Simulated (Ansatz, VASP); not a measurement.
## Zr in VASP and in Ansatz

```
CELL_PARAMETERS angstrom
3.19064 0.00000 0.00000
-1.59532 2.76318 0.00000
0.00000 0.00000 5.17222
ATOMIC_POSITIONS crystal
Zr 0.33333 0.66667 0.25000
Zr 0.66667 0.33333 0.75000
```

Change from the starting cell: x and y stretched by -1.5 %, z held.

Alike in both runs: task single point; functional PBE; k mesh 12 × 12 × 7; occupations fermi-dirac, width 0.05 eV; no spin polarisation.

|  | VASP | Ansatz |
| --- | --- | --- |
| version | VASP 6.6.1 | Ansatz 0.2.0 |
| potentials or method | VASP PAW PBE potentials, release 64 (Zr_sv), cutoff 520 eV | all-electron LAPW, scalar-relativistic |

|  | VASP | Ansatz | Ansatz less VASP |
| --- | --- | --- | --- |
| pressure (GPa) | 2.5 | 2.5 | +0.01 |
| traceless stress, the component that is largest in VASP (GPa) | -0.53 | -0.53 | +0.004 |

Ansatz ran all-electron here, and VASP with PAW potentials.
